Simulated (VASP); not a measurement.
Crystal: SiO2.

```
Si O
1.0
    -4.47204    4.47204    2.61177
     4.47204   -4.47204    2.61177
     4.47204    4.47204   -2.61177
Si O
4 8
Direct
  0.82311 0.82311 0.64622
  0.17689 0.82311 0.00000
  0.82311 0.17689 0.00000
  0.17689 0.17689 0.35378
  0.00000 0.79145 0.79145
  0.20855 0.00000 0.20855
  0.79145 0.00000 0.79145
  0.00000 0.20855 0.20855
  0.00000 0.00000 0.50000
  0.50000 0.00000 0.00000
  0.00000 0.50000 0.00000
  0.50000 0.50000 0.50000
```

```yaml
Program: VASP 6.6.1
Task: relaxation of cell and atoms
Functional: RPBE
Potentials_or_basis: VASP PAW PBE potentials, release 64 (Si, O)
Cutoff: 600 eV
k_mesh: 6 × 6 × 6
Occupations: fermi-dirac, width 0.05 eV
Spin: no spin polarisation
```

At the start: pressure 5.3 GPa; volume 17.41 Å³/atom.

**Question.** How do energy, volume and symmetry change on relaxing?

**Answer.** Over 7 steps the energy falls by 10.6 meV/atom and the volume is 18.04 Å³/atom (+3.6 %); space group I4/mmm (No. 139, to 0.1 Å) before and after.

The path:
```tsv
step	energy change (eV)	largest force (eV/Å)	pressure (GPa)	volume (Å³)
1	0.0000	0.2862	5.33	208.93
2	0.0754	0.3020	-5.85	226.96
3	-0.1269	0.0097	-0.06	216.66
4	-0.1269	0.0150	0.04	216.51
5	-0.1270	0.0139	0.05	216.49
6	-0.1271	0.0246	0.05	216.45
7	-0.1271	0.0064	0.00	216.51
```

Final structure:
```cif
data_structure
_symmetry_space_group_name_H-M 'P 1'
_symmetry_Int_Tables_number 1
_cell_length_a 6.9211
_cell_length_b 6.9211
_cell_length_c 6.9211
_cell_angle_alpha 98.412
_cell_angle_beta 98.412
_cell_angle_gamma 135.025
_cell_volume 216.51
loop_
_atom_site_label
_atom_site_type_symbol
_atom_site_fract_x
_atom_site_fract_y
_atom_site_fract_z
_atom_site_occupancy
Si1 Si 0.82301 0.82301 0.64602 1
Si2 Si 0.17699 0.82301 0.00000 1
Si3 Si 0.82301 0.17699 0.00000 1
Si4 Si 0.17699 0.17699 0.35398 1
O1 O 0.00000 0.79053 0.79053 1
O2 O 0.20947 0.00000 0.20947 1
O3 O 0.79053 0.00000 0.79053 1
O4 O 0.00000 0.20947 0.20947 1
O5 O 0.00000 0.00000 0.50000 1
O6 O 0.50000 0.00000 0.00000 1
O7 O 0.00000 0.50000 0.00000 1
O8 O 0.50000 0.50000 0.50000 1
```

Caveat: the PAW data sets were made with another functional, which shifts forces and pressure a little.
